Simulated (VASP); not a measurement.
# BeCo (Pm-3m) in VASP: notebook

Runs on BeCo. Level: LDA. Tasks: single point.

All numbers are computed with VASP 6.6.1; they aren't measurements. Logs are shortened: lines on timing, memory, paths and dates and some standing lists are left out, and cuts for length are marked.

### Step 1. The cell of the first run

The structure is cubic, space group Pm-3m (No. 221). Conventional cell: a = 2.640 Å, b = 2.640 Å, c = 2.640 Å, α = 90.00°, β = 90.00°, γ = 90.00°. Within 3.0 Å of Be (site symmetry m-3m) lie 8 Co at 2.29 Å and 6 Be at 2.64 Å. Co (site symmetry m-3m) has 8 Be at 2.29 Å and 6 Co at 2.64 Å within 3.0 Å.

### Step 2. Single point, LDA, collinear spin, ferromagnetic start

INCAR

```
SYSTEM = BeCo
PREC = Accurate
ENCUT = 520
EDIFF = 1E-6
ISMEAR = -1
SIGMA = 0.05
LREAL = .FALSE.
LASPH = .TRUE.
NELM = 150
ALGO = Normal
ISIF = 2
LWAVE = .FALSE.
LCHARG = .FALSE.
ISPIN = 2
MAGMOM = 0 3.2
LORBIT = 11
LMAXMIX = 4
GGA = CA
NBANDS = 16
```

KPOINTS

```
Automatic mesh
0
G
  11 11 11
  0 0 0
```

POSCAR

```
BeCo
1.0
    2.6402934064      0.0000000000      0.0000000000
    0.0000000000      2.6402934064      0.0000000000
    0.0000000000      0.0000000000      2.6402934064
Be Co
1 1
Direct
    0.0000000000      0.0000000000      0.0000000000
    0.5000000000      0.5000000000      0.5000000000
```

Potentials or basis: VASP PAW LDA potentials, release 64 (Be, Co).

Run with:

```console
$ cat potpaw_LDA.64/Be/POTCAR potpaw_LDA.64/Co/POTCAR > POTCAR
$ mpirun -np 1 vasp_std > vasp.out
```

OUTCAR:

```text
SYSTEM = BeCo
   PREC = Accurate
   ENCUT = 520
   EDIFF = 1E-6
   ISMEAR = -1
   LREAL = .FALSE.
   LASPH = .TRUE.
   NELM = 150
   ISIF = 2
   ISPIN = 2
   LORBIT = 11
   GGA = CA

 ion  position               nearest neighbor table
   1  0.000  0.000  0.000-   2 2.29   2 2.29   2 2.29   2 2.29   2 2.29   2 2.29   2 2.29   2 2.29

   2  0.500  0.500  0.500-   1 2.29   1 2.29   1 2.29   1 2.29   1 2.29   1 2.29   1 2.29   1 2.29

  LATTYP: Found a simple cubic cell.
 ALAT       =     2.6402934064

  Lattice vectors:

 A1 = (   2.6402934064,   0.0000000000,   0.0000000000)
 A2 = (   0.0000000000,   2.6402934064,   0.0000000000)
 A3 = (   0.0000000000,   0.0000000000,   2.6402934064)

Analysis of symmetry for initial positions (statically):
=====================================================================
 Subroutine PRICEL returns:
 Original cell was already a primitive cell.

 Routine SETGRP: Setting up the symmetry group for a
 simple cubic supercell.

 Subroutine GETGRP returns: Found 48 space group operations
 (whereof 48 operations were pure point group operations)
 out of a pool of 48 trial point group operations.

The static configuration has the point symmetry O_h .

Analysis of symmetry for dynamics (positions and initial velocities):
=====================================================================
 Subroutine PRICEL returns:
 Original cell was already a primitive cell.

 Routine SETGRP: Setting up the symmetry group for a
 simple cubic supercell.

 Subroutine GETGRP returns: Found 48 space group operations
 (whereof 48 operations were pure point group operations)
 out of a pool of 48 trial point group operations.

The dynamic configuration has the point symmetry O_h .

Analysis of structural, dynamic, and magnetic symmetry:
=====================================================================
 Subroutine PRICEL returns:
 Original cell was already a primitive cell.

 Routine SETGRP: Setting up the symmetry group for a
 simple cubic supercell.

 Subroutine GETGRP returns: Found 48 space group operations
 (whereof 48 operations were pure point group operations)
 out of a pool of 48 trial point group operations.

The overall configuration has the point symmetry O_h .

 Subroutine INISYM returns: Found 48 space group operations
 (whereof 48 operations are pure point group operations),
 and found     1 'primitive' translations

----------------------------------------------------------------------------------------

                                     Primitive cell

  volume of cell :      18.4059

  direct lattice vectors                    reciprocal lattice vectors
     2.640293406  0.000000000  0.000000000     0.378745785  0.000000000  0.000000000
     0.000000000  2.640293406  0.000000000     0.000000000  0.378745785  0.000000000
     0.000000000  0.000000000  2.640293406     0.000000000  0.000000000  0.378745785

  length of vectors
     2.640293406  2.640293406  2.640293406     0.378745785  0.378745785  0.378745785

  position of ions in fractional coordinates (direct lattice)
     0.000000000  0.000000000  0.000000000
     0.500000000  0.500000000  0.500000000

  ion indices of the primitive-cell ions
   primitive index   ion index
                 1           1
                 2           2

----------------------------------------------------------------------------------------

 KPOINTS: Automatic mesh

Automatic generation of k-mesh.
 Grid dimensions read from file:
 generate k-points for:   11   11   11

 Generating k-lattice:

  Cartesian coordinates                     Fractional coordinates (reciprocal lattice)
     0.034431435  0.000000000  0.000000000     0.090909091  0.000000000  0.000000000
     0.000000000  0.034431435  0.000000000     0.000000000  0.090909091  0.000000000
     0.000000000  0.000000000  0.034431435     0.000000000  0.000000000  0.090909091

  Length of vectors
     0.034431435  0.034431435  0.034431435

  Shift w.r.t. Gamma in fractional coordinates (k-lattice)
     0.000000000  0.000000000  0.000000000

 Subroutine IBZKPT returns following result:
 ===========================================

 Found     56 irreducible k-points:

 Following reciprocal coordinates:
            Coordinates               Weight
  0.000000  0.000000  0.000000      1.000000
  0.090909  0.000000  0.000000      6.000000
  0.181818  0.000000  0.000000      6.000000
  0.272727  0.000000  0.000000      6.000000
  0.363636  0.000000  0.000000      6.000000
  0.454545  0.000000  0.000000      6.000000
[... 16 lines left out ...]
  0.181818  0.090909  0.090909     24.000000
  0.272727  0.090909  0.090909     24.000000
 [... further k-points ...]
   k-points           NKPTS =     56   k-points in BZ     NKDIM =     56   number of bands    NBANDS=     16
   number of dos      NEDOS =    301   number of ions     NIONS =      2
   total plane-waves  NPLWV =   8000
   dimension x,y,z NGX =    20 NGY =   20 NGZ =   20
   dimension x,y,z NGXF=    40 NGYF=   40 NGZF=   40
   ions per type =               1   1
   NGX,Y,Z   is equivalent  to a cutoff of  12.59, 12.59, 12.59 a.u.
   NGXF,Y,Z  is equivalent  to a cutoff of  25.19, 25.19, 25.19 a.u.
 SYSTEM =  BeCo
   PREC   = accura    normal or accurate (medium, high low for compatibility)
   ISTART =      0    job   : 0-new  1-cont  2-samecut
   ICHARG =      2    charge: 1-file 2-atom 10-const
   ISPIN  =      2    spin polarized calculation?
   LNONCOLLINEAR =      F non collinear calculations
   LSORBIT =      F    spin-orbit coupling
   LASPH  =      T    aspherical Exc in radial PAW
   ENCUT  =  520.0 eV  38.22 Ry    6.18 a.u.   4.91  4.91  4.91*2*pi/ulx,y,z
   NELM   =    150;   NELMIN=  2; NELMDL= -5     # of ELM steps
   EDIFF  = 0.1E-05   stopping-criterion for ELM
   LREAL  =      F    real-space projection
   EDIFFG = 0.1E-04   stopping-criterion for IOM
   NSW    =      0    number of steps for IOM
   IBRION =     -1    ionic relax: 0-MD 1-quasi-New 2-CG
   NFREE  =      0    steps in history (QN), initial steepest desc. (CG)
   ISIF   =      2    stress and relaxation
   ISYM   =      2    0-nonsym 1-usesym 2-fastsym
   POTIM  = 0.5000    time-step for ionic-motion
   TEBEG  =    0.0;   TEEND  =   0.0 temperature during run
   PSTRESS=    0.0 pullay stress
   NELECT =      11.0000    total number of electrons
   NUPDOWN=      -1.0000    fix difference up-down
   EMIN   =  10.00;   EMAX   =-10.00  energy-range for DOS
   EFERMI =   0.00;   METHOD = LEGACY
   ISMEAR =    -1;   SIGMA  =   0.05  broadening in eV -4-tet -1-fermi 0-gaus
   EFERMI_NEDOS =   21; number of points for ismear=-14 and -15
   IALGO  =     38    algorithm
   IMIX   =      4    mixing-type and parameters
     AMIX     =   0.40;   BMIX     =  1.00
     AMIX_MAG =   1.60;   BMIX_MAG =  1.00
  volume/ion in A,a.u.               =       9.20        62.10
  Fermi-wavevector in a.u.,A,eV,Ry     =   1.378966  2.605868 25.872118  1.901547
  Thomas-Fermi vector in A             =   2.503979
   LORBIT       =     11    0 simple, 1 ext, 2 COOP (PROOUT), +10 PAW based schemes
   GGA     = CA    functional components
   LHFCALC =     F    Hartree Fock is set to
   AEXX    =    0.0000 exact exchange contribution
   IVDW    =     0    specifies the selected vdW correction
   LEPSILON=     F    determine dielectric tensor
   LRPA    =     F    only Hartree local field effects (RPA)
 spin polarized calculation
  energy-cutoff  :      520.00
  volume of cell :       18.41
 maximum number of plane-waves:       507
 NGX is ok and might be reduce to    20
   NGX =  9   NGY =  9   NGZ =  9

 number of electron      10.9999994 magnetization       0.3984323

 Free energy of the ion-electron system (eV)
  ---------------------------------------------------
  ext. energy  EPLUGINS =         0.00000000
  ---------------------------------------------------
  free energy    TOTEN  =       -12.92832583 eV

  energy without entropy =      -12.91044120  energy(sigma->0) =      -12.91938352

 E-fermi :   8.0189     XC(G=0): -12.5045

 val. band max:        8.0018824088   @ k =   0.4545   0.3636   0.0909
 cond. band min:       8.0217790606   @ k =   0.3636   0.1818   0.0000
 fundamental gap:      0.0198966518
 Fermi energy:         8.0188663920

 spin component 1

 k-point     1 :       0.0000    0.0000    0.0000
  band No.  band energies     occupation
      1      -1.1710      1.00000
      2       5.3685      1.00000
      3       5.3685      1.00000
      4       7.7881      0.99020
      5       7.7881      0.99020
      6       7.7881      0.99020
[... 8 lines left out ...]
     15      36.0101      0.00000
     16      38.5659      0.00000
[... 419 lines left out ...]
 k-point    24 :       0.2727    0.0909    0.0909
  band No.  band energies     occupation
      1       0.5401      1.00000
      2       5.3951      1.00000
      3       5.6817      1.00000
      4       6.9901      1.00000
      5       7.0587      1.00000
      6       7.6764      0.99894
[... 8 lines left out ...]
     15      33.4291      0.00000
     16      34.6386      0.00000

 [... further k-points ...]

 spin component 2

 k-point     1 :       0.0000    0.0000    0.0000
  band No.  band energies     occupation
      1      -1.1472      1.00000
      2       5.6560      1.00000
      3       5.6560      1.00000
      4       8.2062      0.02306
      5       8.2062      0.02306
      6       8.2062      0.02306
[... 8 lines left out ...]
     15      36.0740      0.00000
     16      38.5894      0.00000
[... 419 lines left out ...]
 k-point    24 :       0.2727    0.0909    0.0909
  band No.  band energies     occupation
      1       0.5663      1.00000
      2       5.6082      1.00000
      3       5.9759      1.00000
      4       7.3621      1.00000
      5       7.4292      0.99999
      6       8.0878      0.20109
[... 8 lines left out ...]
     15      33.4642      0.00000
     16      34.6995      0.00000

 [... further k-points ...]
[... 5 lines left out ...]
  --------------------------------------------------------------------------------------
  -------------------------------------------------------------------------------------
  Total       -2.4090479     -2.4090479     -2.4090479      0.0000000     -0.0000000     -0.0000000
  in kB     -209.7004886   -209.7004886   -209.7004886      0.0000000     -0.0000000     -0.0000000
  external PRESSURE =    -209.7004886 kB  Pullay stress =       0.0000000 kB

 VOLUME and BASIS-vectors are now :
 -----------------------------------------------------------------------------
  energy-cutoff  :      520.00
  volume of cell :       18.41
      direct lattice vectors                 reciprocal lattice vectors
     2.640293406  0.000000000  0.000000000     0.378745785  0.000000000  0.000000000
     0.000000000  2.640293406  0.000000000     0.000000000  0.378745785  0.000000000
     0.000000000  0.000000000  2.640293406     0.000000000  0.000000000  0.378745785

 POSITION                                       TOTAL-FORCE (eV/Angst)
 -----------------------------------------------------------------------------------
      0.00000      0.00000      0.00000         0.000000      0.000000      0.000000
      1.32015      1.32015      1.32015         0.000000      0.000000      0.000000
 -----------------------------------------------------------------------------------
    total drift:                               -0.000000      0.000000     -0.000000

  FREE ENERGIE OF THE ION-ELECTRON SYSTEM (eV)
  ---------------------------------------------------
  free  energy   TOTEN  =       -12.9283258299 eV

  energy  without entropy=      -12.9104412001  energy(sigma->0) =      -12.91938352

 total charge

# of ion       s       p       d       tot
------------------------------------------
    1        0.435   0.673   0.000   1.108
    2        0.461   0.525   7.413   8.399
--------------------------------------------------
tot          0.896   1.198   7.413   9.507

 magnetization (x)

# of ion       s       p       d       tot
------------------------------------------
    1       -0.005  -0.014   0.000  -0.019
    2        0.000   0.001   0.417   0.418
--------------------------------------------------
tot         -0.004  -0.013   0.417   0.400
```

It took 14 s on 1 thread of Intel Xeon 6975P-C (Granite Rapids), shared host; peak memory 0.13 GiB.

What came out:

- Free energy: -12.9283 eV
- Pressure: -21.0 GPa
- Net moment: 0.40 μB per cell
- Site moments: Be -0.02; Co +0.42 μB
- Valence electrons inside the program's atomic spheres: Be 1.11; Co 8.40

### Step 3. Single point, LDA, collinear spin, ferromagnetic start

This run uses another cell than the first one, of 9.56 Å³/atom, 1.038 times its volume.

INCAR

```
SYSTEM = BeCo
PREC = Accurate ; ENCUT = 520
EDIFF = 1E-6 ; ISMEAR = -1
SIGMA = 0.05 ; LREAL = .False.
LASPH = .True. ; NELM = 150
ALGO = Normal ; ISIF = 2
LWAVE = .False. ; LCHARG = .True.
ISPIN = 2 ; MAGMOM = 0 3.2
LORBIT = 11 ; LMAXMIX = 4
LELF = .True. ; LVHAR = .True.
NBANDS = 16
```

KPOINTS

```
Automatic mesh
0
Gamma
  11 11 11
  0 0 0
```

POSCAR

```
BeCo
1.0
    2.6737183902      0.0000000000      0.0000000000
    0.0000000000      2.6737183902      0.0000000000
    0.0000000000      0.0000000000      2.6737183902
Be Co
1 1
Direct
    0.0000000000      0.0000000000      0.0000000000
    0.5000000000      0.5000000000      0.5000000000
```

Potentials or basis: VASP PAW LDA potentials, release 64 (Be, Co).

Run with:

```console
$ cat potpaw_LDA.64/Be/POTCAR potpaw_LDA.64/Co/POTCAR > POTCAR
$ mpirun -np 1 vasp_std > vasp.out
```

Run time: 14 s. Hardware: 1 thread of Intel Xeon 6975P-C (Granite Rapids), shared host; peak memory 0.14 GiB.

Results (log left out):

```yaml
Free_energy: -12.8250 eV
Pressure: -25.7 GPa
Net_moment: 0.41 μB per cell
Site_moments: Be -0.02; Co +0.43 μB
Valence_electrons_inside_the_program's_atomic_spheres: Be 1.06; Co 8.34
```

Levels at points of the mesh, in eV from the Fermi level:
Spin up:
| k point | band 4 | band 5 | band 6 | band 7 | band 8 | band 9 |
| --- | --- | --- | --- | --- | --- | --- |
| (0.00, 0.00, 0.00) | -0.25 | -0.25 | -0.25 | 7.23 | 7.23 | 7.23 |
Spin down:
```
           k point  band 3  band 4  band 5  band 6  band 7  band 8
(0.00, 0.00, 0.00)   -2.24    0.18    0.18    0.18    7.23    7.23
```

### Step 4. Single point, LDA, collinear spin, ferromagnetic start

This run uses another cell than the first one, of 9.91 Å³/atom, 1.077 times its volume.

INCAR

```
PREC = Accurate
ENCUT = 520
EDIFF = 1E-6
ISMEAR = -1
SIGMA = 0.05
LREAL = False
LASPH = True
NELM = 150
ALGO = Normal
ISIF = 2
LWAVE = False
LCHARG = True
ISPIN = 2
MAGMOM = 0 3.2
LORBIT = 11
LMAXMIX = 4
LELF = True
LVHAR = True
NBANDS = 16
```

KPOINTS

```
regular mesh
0
Gamma
  11 11 11
```

POSCAR

```
BeCo
1.0
    2.7063279259      0.0000000000      0.0000000000
    0.0000000000      2.7063279259      0.0000000000
    0.0000000000      0.0000000000      2.7063279259
Be Co
1 1
Direct
    0.0000000000      0.0000000000      0.0000000000
    0.5000000000      0.5000000000      0.5000000000
```

Run with:

```console
$ cat potpaw_LDA.64/Be/POTCAR potpaw_LDA.64/Co/POTCAR > POTCAR
$ mpirun -np 1 vasp_std > vasp.out
```

Run time: 12 s. Hardware: 1 thread of Intel Xeon 6975P-C (Granite Rapids), shared host; peak memory 0.13 GiB.

Results (log left out):

```
Free energy                                           : -12.7031 eV
Pressure                                              : -29.4 GPa
Net moment                                            : 0.42 μB per cell
Site moments                                          : Be -0.02; Co +0.45 μB
Valence electrons inside the program's atomic spheres : Be 1.03; Co 8.28
```

Levels at points of the mesh, in eV from the Fermi level:
Spin up:
```csv
k point,band 3,band 4,band 5,band 6,band 7,band 8,band 9,band 10
"(0.00, 0.00, 0.00)",-2.43,-0.27,-0.27,-0.27,7.05,7.05,7.05,14.25
```
Spin down:
```csv
k point,band 3,band 4,band 5,band 6,band 7,band 8
"(0.00, 0.00, 0.00)",-2.12,0.17,0.17,0.17,7.05,7.05
```

### Step 5. Overview

```tsv
cell	gap on the mesh (eV)	pressure (GPa)	moment (μB)
a = 2.640 Å, 2 atoms	none	-21.0	0.40
a = 2.674 Å, 2 atoms	none	-25.7	0.41
a = 2.706 Å, 2 atoms	none	-29.4	0.42
```

Alike in all rows: task single point; level LDA; potentials or basis VASP PAW LDA potentials, release 64 (Be, Co); spin collinear, ferromagnetic start; k mesh 11 × 11 × 11; cutoff (eV) 520; smearing fermi-dirac 0.05 eV.

Absolute energies hang on the potentials; compare differences alone.
